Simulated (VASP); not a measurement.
Input of a VASP 6.6.1 run:

File POSCAR:

```
GaN
1.0
    0.0000000000      2.1589944395      2.3405572003
    2.1589944395      0.0000000000      2.3405572003
    2.1589944395      2.1589944395      0.0000000000
Ga N
1 1
Direct
    0.0000000000      0.0000000000      0.0000000000
    0.2500000000      0.2500000000      0.2500000000
```

INCAR.step1

```
SYSTEM = GaN
  PREC = Accurate
  ENCUT = 520
  EDIFF = 1E-5
  ISMEAR = 0
  SIGMA = 0.01
  LREAL = .False.
  LASPH = .True.
  NELM = 60
  ALGO = Normal
  ISIF = 2
  LWAVE = .True.
  LCHARG = .False.
  NBANDS = 16
  GGA = PE
```

The input INCAR.step2:

```
SYSTEM = GaN
  PREC = Accurate
  ENCUT = 520
  EDIFF = 1E-6
  ISMEAR = 0
  SIGMA = 0.01
  LREAL = .False.
  LASPH = .True.
  NELM = 60
  ALGO = Normal
  ISIF = 2
  LWAVE = .False.
  LCHARG = .False.
  GGA = PE
  LHFCALC = .True.
  HFSCREEN = 0.2079
  PRECFOCK = Normal
  NBANDS = 16
  ISTART = 1
```

Contents of KPOINTS:

```
regular mesh
0
Gamma
  6 6 6
  0 0 0
```

Potentials or basis: VASP PAW PBE potentials, release 64 (Ga_d, N).

Launch:

```console
$ cat potpaw_PBE.64/Ga_d/POTCAR potpaw_PBE.64/N/POTCAR > POTCAR
$ cp INCAR.step1 INCAR
$ mpirun -np 1 vasp_std > vasp.out
$ cp INCAR.step2 INCAR
$ mpirun -np 1 vasp_std > vasp.out
```

(1) Predict the band gap on the k mesh.

(2) Estimate the pressure.

Results:

(1) 3.16 eV.

(2) 8.3 GPa.

Caveat: the cell differs from its parent crystal (epitaxial xy strain -4.0%); the cell stands under pressure; the PAW data sets were made with another functional, which shifts forces and pressure a little.
